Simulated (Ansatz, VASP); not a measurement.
**One calculation of Mn, two programs**

File INCAR:

```
SYSTEM = Mn
PREC     = Accurate       ! precision mode
ENCUT    = 520            ! plane-wave cutoff, eV
EDIFF    = 1E-6           ! SCF threshold, eV
ISMEAR   = -1             ! smearing method
SIGMA    = 0.05           ! smearing width, eV
LREAL    = .FALSE.        ! projectors in reciprocal space
LASPH    = .TRUE.         ! aspherical terms in the spheres
NELM     = 150            ! most SCF steps
ALGO     = Normal         ! electronic algorithm
ISIF     = 2              ! what is computed and relaxed
LWAVE    = .FALSE.        ! write WAVECAR
LCHARG   = .FALSE.        ! write CHGCAR
ISPIN    = 2              ! spin polarisation
MAGMOM   = -0.699 0.699   ! initial moments
LORBIT   = 11             ! projections on sites
LMAXMIX  = 4              ! l up to which the mixer works
GGA      = RP             ! functional
NBANDS   = 24             ! bands
```

The input KPOINTS:

```
regular mesh
0
G
  16 16 9
  0 0 0
```

The input POSCAR:

```
Mn
1.0
    2.3933119477      0.0000000000      0.0000000000
   -1.1966559738      2.0726689459      0.0000000000
    0.0000000000      0.0000000000      3.8759199625
Mn
2
Direct
    0.3333333333      0.6666666667      0.2500000000
    0.6666666667      0.3333333333      0.7500000000
```

Input for Ansatz:

```yaml
crystal:
  lattice:
    - [2.3933119477, 0.0, 0.0]
    - [-1.1966559738, 2.0726689459, 0.0]
    - [0.0, 0.0, 3.8759199625]
  atoms:
    - { symbol: Mn, position: [0.3333333333, 0.6666666667, 0.25], spin: -0.699 }
    - { symbol: Mn, position: [0.6666666667, 0.3333333333, 0.75], spin: 0.699 }
hamiltonian:
  xc: rpbe
  pseudopotentials:
    kind: paw
    azcp:
      Mn: "pseudopotentials/Mn.paw.azcp"
basis:
  ecutwfc: 420
  fft_grid_basis: typed
kpoints:
  mp_grid: { grid: [16, 16, 9], shift: [0, 0, 0] }
magnetization:
  spin_polarized: true
scf:
  occupations: { method: fermi_dirac, width: 0.05 }
  lower_state_search: "off"
output:
  stress: true
```

Alike in both runs: task single point; functional RPBE; k mesh 16 × 16 × 9; occupations fermi-dirac, width 0.05 eV; collinear spin.

|  | VASP | Ansatz |
| --- | --- | --- |
| version | VASP 6.6.1 | Ansatz 0.2.0 |
| potentials or method | VASP PAW PBE potentials, release 64 (Mn_pv), cutoff 520 eV | plane waves (420 eV) with PAW, scalar-relativistic |
| valence electrons in the cell | 26 | 30 |

|  | VASP | Ansatz | Ansatz less VASP |
| --- | --- | --- | --- |
| net moment per atom (μB) | 0.00 | 0.00 | 0.000 |

VASP's potentials were made for PBE, not for RPBE. VASP's potentials hold 26 valence electrons a cell and Ansatz's 30, so a difference there can come from the potentials and not from the codes. Ansatz's warnings: seeded moment not kept.
